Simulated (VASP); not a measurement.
# BaS: electric field gradients with LDA

Crystal: BaS.

```
Ba S
1.0
     0.00000    3.12855    3.12855
     3.12855    0.00000    3.12855
     3.12855    3.12855    0.00000
Ba S
1 1
Direct
  0.00000 0.00000 0.00000
  0.50000 0.50000 0.50000
```

```
Program                : VASP 6.6.1
Task                   : electric field gradients
Functional             : LDA
Potentials or basis    : VASP PAW LDA potentials, release 64 (Ba_sv, S)
Cutoff                 : 520 eV
k mesh                 : 7 × 7 × 7
Occupations            : fermi-dirac, width 0.01 eV
Spin                   : no spin polarisation
Dipole correction      : no
Further INCAR settings : ALGO = Normal; EDIFF = 1e-08; NBANDS = 15
```

The pressure is 1.2 GPa. The band gap on the k mesh is 1.85 eV (least direct gap 1.96 eV). The largest electric field gradient by atom is under 0.05 V/Å² on every atom.

Levels at points of the mesh, in eV from the valence-band top:
```
           k point  band 5  band 6  band 7  band 8  band 9  band 10  band 11  band 12
(0.00, 0.00, 0.00)  -10.41    0.00    0.00    0.00    3.62     3.70     3.70     3.70
```

It took 8.1 s on 1 thread of Intel(R) Xeon(R) 6975P-C (Granite Rapids), on a shared host, peak memory 0.17 GiB.

Caveat: spin-orbit coupling is left out, which moves the levels of the heavy elements; an odd mesh through Γ misses points on the zone boundary, where band edges can lie.
